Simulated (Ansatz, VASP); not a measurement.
# Ba in VASP and in Ansatz

```
Ba
1.0
     6.43638    0.00000    0.00000
    -3.21819    5.57407    0.00000
     0.00000    0.00000    3.90939
Ba
2
Direct
  0.33333 0.66667 0.50000
  0.66667 0.33333 0.50000
```

Change from the starting cell: strain -0.080 along x and y, +0.000 along z, atoms carried along.

Alike in both runs: task single point; functional PBE; k mesh 9 × 9 × 12; occupations gaussian, width 0.15 eV; no spin polarisation.

|  | VASP | Ansatz |
| --- | --- | --- |
| version | VASP 6.6.1 | Ansatz 0.2.0 |
| potentials or method | VASP PAW PBE potentials, release 64 (Ba_sv), cutoff 520 eV | scalar-relativistic, plane waves, PAW |
| valence electrons in the cell | 20 | 20 |

Ansatz gave:

| Property | Result |
| --- | --- |
| gap on the k mesh at the Fermi level (eV) | none |
| pressure (GPa) | 0.6 |
| traceless stress, the component that is largest in VASP (GPa) | -1.38 |

**Question.** Which values does VASP return?

**Answer.** gap on the k mesh at the Fermi level (eV): none; pressure (GPa): 0.7; traceless stress, the component that is largest in VASP (GPa): -1.37.

A gap of «none» marks a metal or a gap that the smearing closes. The functional is the same, so the differences come from potentials, cutoffs and numerics.

Spin-orbit coupling is off throughout.
